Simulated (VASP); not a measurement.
Write the native input for VASP 6.6.1 that does the following.

| Item | Value |
| --- | --- |
| Task | single point |
| Functional | LDA |
| Potentials or basis | VASP PAW LDA potentials, release 64 (Br) |
| Cutoff | 520 eV |
| k mesh | 9 × 9 × 4 |
| Occupations | gaussian, width 0.1 eV |
| Spin | no spin polarisation |
| Dipole correction | no |
| Further INCAR settings | ALGO = Normal; EDIFF = 1e-07; NBANDS = 22 |

The structure of Br lies in POSCAR:

```
Br
1.0
    3.3280929616     -1.9517224565      0.0000000000
    3.3280929616      1.9517224565      0.0000000000
    0.0000000000      0.0000000000      8.4732333614
Br
4
Direct
    0.8406697304      0.1593302696      0.1209213125
    0.6593302696      0.3406697304      0.6209213125
    0.1593302696      0.8406697304      0.8790786875
    0.3406697304      0.6593302696      0.3790786875
```

The input as run:

INCAR

```
SYSTEM = Br
ALGO = Normal
EDIFF = 1E-7
ENCUT = 520
GGA = CA
ISIF = 2
ISMEAR = 0
LASPH = .True.
LCHARG = .True.
LELF = .True.
LREAL = .False.
LVHAR = .True.
LWAVE = .False.
NBANDS = 22
NELM = 80
PREC = Accurate
SIGMA = 0.1
```

KPOINTS

```
k-points
0
Gamma
  9 9 4
  0 0 0
```

Potentials or basis: VASP PAW LDA potentials, release 64 (Br).

Run with:

```console
$ cat potpaw_LDA.64/Br/POTCAR > POTCAR
$ mpirun -np 1 vasp_std > vasp.out
```

It gave:

The pressure is 0.0 GPa. The largest force is 0.034 eV/Å and the band gap on the k mesh is 1.01 eV (least direct gap 1.19 eV).

Run time: 3.6 min on 1 thread of Oxide Virtual Turin-like Processor, on a shared host, peak memory 0.23 GiB.
